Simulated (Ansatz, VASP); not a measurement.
**Two plane-wave programs on Pt**

```xyz
2
Lattice="2.8128 0.0000 0.0000 -1.4064 2.4360 0.0000 0.0000 0.0000 5.3140" Properties=species:S:1:pos:R:3 pbc="T T T"
Pt    1.4064    0.8120    3.9855
Pt    0.0000    1.6240    1.3285
```

Alike in both runs: task single point; functional r2SCAN; k mesh 18 × 18 × 10; occupations gaussian, width 0.1 eV; no spin polarisation.

|  | VASP | Ansatz |
| --- | --- | --- |
| version | VASP 6.6.1 | Ansatz 0.2.0 |
| potentials or method | VASP PAW PBE potentials, release 64 (Pt), cutoff 520 eV | scalar-relativistic, plane waves, PAW |
| valence electrons in the cell | 20 | 36 |

|  | VASP | Ansatz | Ansatz less VASP |
| --- | --- | --- | --- |
| gap on the k mesh at the Fermi level (eV) | none | none | - |
| pressure (GPa) | -25.2 | -25.4 | -0.22 |
| traceless stress, the component that is largest in VASP (GPa) | -0.72 | -0.48 | +0.247 |

VASP's potentials were made for PBE, not for r2SCAN. A gap of «none» marks a metal or a gap that the smearing closes. VASP's potentials hold 20 valence electrons a cell and Ansatz's 36, so a difference there can come from the potentials and not from the codes.

Neither program's run includes spin-orbit coupling.
